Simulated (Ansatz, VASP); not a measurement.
**One calculation of BeZn3Se4, two programs**

```
Be Zn Se
1.0
     3.94874    0.00000    0.00000
    -1.97437    3.41971    0.00000
     0.00000    0.00000   13.03797
Be Zn Se
1 3 4
Cartesian
  0.0000 2.2798 0.0158
  0.0000 2.2798 6.5301
  1.9744 1.1399 3.1624
  1.9744 1.1399 9.9052
  0.0000 2.2798 2.2606
  0.0000 2.2798 9.0014
  1.9744 1.1399 5.6317
  1.9744 1.1399 12.3852
```

Alike in both runs: functional PBE; k mesh 12 × 12 × 2; occupations gaussian, width 0.02 eV; no spin polarisation.

Ansatz relaxed the structure, and its values are those at the end. VASP's run is a single point on that final structure, the one shown.

|  | VASP | Ansatz |
| --- | --- | --- |
| version | VASP 6.6.1 | Ansatz 0.2.0 |
| potentials or method | VASP PAW PBE potentials, release 64 (Be, Zn, Se), cutoff 520 eV | scalar-relativistic, plane waves, PAW |
| valence electrons in the cell | 62 | 102 |

Ansatz gave:

- gap on the k mesh at the Fermi level (eV): 1.59
- least direct gap on the mesh (eV): 1.59
- pressure (GPa): 0.0
- rms of the force components (eV/Å): 0.002

Estimate VASP's values.

gap on the k mesh at the Fermi level (eV): 1.59; least direct gap on the mesh (eV): 1.59; pressure (GPa): 0.2; rms of the force components (eV/Å): 0.005.

VASP's potentials hold 62 valence electrons a cell and Ansatz's 102, so a difference there can come from the potentials and not from the codes.
